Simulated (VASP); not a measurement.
PtSe2:

```xyz
3
Lattice="3.7887 0.0000 0.0000 -1.8943 3.2811 0.0000 0.0000 0.0000 6.5787" Properties=species:S:1:pos:R:3 pbc="T T T"
Pt    0.0000    0.0000    0.0000
Se    0.0000    2.1874    1.3196
Se    1.8943    1.0937    5.2590
```

- Program: VASP 6.6.1
- Task: relaxation of shape and atoms at fixed volume
- Functional: PBE
- Potentials or basis: VASP PAW PBE potentials, release 64 (Pt, Se)
- Cutoff: 600 eV
- k mesh: 12 × 12 × 4
- Occupations: gaussian, width 0.02 eV
- Spin: no spin polarisation

At the start: pressure -2.5 GPa; volume 27.26 Å³/atom.

Q: Where does the relaxation end?

A: Over 6 steps the energy falls by 6.3 meV/atom; space group P-3m1 (No. 164, to 0.1 Å) before and after.

Step by step:
```
step  energy change (eV)  largest force (eV/Å)  pressure (GPa)  volume (Å³)
   1              0.0000                0.3540           -2.48        81.78
   2             -0.0116                0.1915           -1.56        81.78
   3             -0.0175                0.0219           -0.35        81.78
   4             -0.0176                0.0460           -0.21        81.78
   5             -0.0187                0.0218           -0.10        81.78
   6             -0.0190                0.0021           -0.02        81.78
```

Final structure:
```
CELL_PARAMETERS angstrom
3.75010 0.00000 0.00000
-1.87505 3.24768 0.00000
0.00000 0.00000 6.71467
ATOMIC_POSITIONS crystal
Pt 0.00000 0.00000 0.00000
Se 0.33333 0.66667 0.19467
Se 0.66667 0.33333 0.80533
```

Caveat: this functional lacks dispersion, which binds the layers, so the pressure and a relaxed spacing across them are unreliable.
